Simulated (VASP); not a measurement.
A run of VASP 6.6.1 is set up as follows.

INCAR

```
PREC     = Accurate       # precision mode
ENCUT    = 520            # plane-wave cutoff, eV
EDIFF    = 1E-6           # SCF threshold, eV
ISMEAR   = 0              # smearing method
SIGMA    = 0.15           # smearing width, eV
LREAL    = False          # projectors in reciprocal space
LASPH    = True           # aspherical terms in the spheres
NELM     = 100            # most SCF steps
ALGO     = Normal         # electronic algorithm
ISIF     = 2              # what is computed and relaxed
LWAVE    = False          # write WAVECAR
LCHARG   = False          # write CHGCAR
GGA      = PS             # functional
NBANDS   = 22             # bands
```

Contents of KPOINTS:

```
regular mesh
0
Gamma
  12 12 7
```

POSCAR

```
Rh
1.0
    2.7490655210      0.0000000000      0.0000000000
   -1.3745327605      2.3807605820      0.0000000000
    0.0000000000      0.0000000000      4.4578175964
Rh
2
Direct
    0.6666666667      0.3333333333      0.7500000000
    0.3333333333      0.6666666667      0.2500000000
```

Potentials or basis: VASP PAW PBE potentials, release 64 (Rh_pv).

Command:

```sh
$ cat potpaw_PBE.64/Rh_pv/POTCAR > POTCAR
$ mpirun -np 1 vasp_std > vasp.out
```

(1) Predict the band gap on the k mesh.

(2) What does it give for the pressure?

Results:

(1) zero (bands 15 and 16 overlap by 2.20 eV).

(2) -17.9 GPa.

Caveat: the cell stands under tension; the PAW data sets were made with another functional, which shifts forces and pressure a little.
